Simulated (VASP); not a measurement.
## FeSi (rocksalt type): single point with PBE

The system is FeSi (rocksalt type).

```
Fe Si
1.0
     0.00000    2.35680    2.35680
     2.35680    0.00000    2.35680
     2.35680    2.35680    0.00000
Fe Si
1 1
Direct
  0.00000 0.00000 0.00000
  0.50000 0.50000 0.50000
```

```json
{
 "Program": "VASP 6.6.1",
 "Task": "single point",
 "Functional": "PBE",
 "Potentials or basis": "VASP PAW PBE potentials, release 64 (Fe, Si)",
 "Cutoff": "520 eV",
 "k mesh": "15 × 15 × 15",
 "Occupations": "fermi-dirac, width 0.05 eV",
 "Spin": "collinear spin, ferromagnetic start",
 "Starting moments": "[2.5, 0.0] μB"
}
```

```
Pressure                                              : -0.1 GPa
Net moment                                            : 1.30 μB per cell
Site moments                                          : Fe +1.41; Si -0.06 μB
Valence electrons inside the program's atomic spheres : Fe 7.41; Si 1.67
```

Levels at points of the mesh, in eV from the Fermi level:
Spin up:
```tsv
k point	band 3	band 4	band 5	band 6	band 7	band 8	band 9	band 10	band 11	band 12
(0.00, 0.00, 0.00)	-2.46	-2.46	-2.12	-2.12	4.21	4.21	4.21	10.56	10.56	10.56
```
Spin down:
```csv
k point,band 3,band 4,band 5,band 6,band 7,band 8,band 9,band 10
"(0.00, 0.00, 0.00)",-1.25,-1.16,-1.16,-1.16,4.12,4.12,4.12,10.86
```

Run time: 87 s on 1 thread of AMD EPYC 9R14 (Zen 4), with other jobs on the host, peak memory 0.2 GiB.
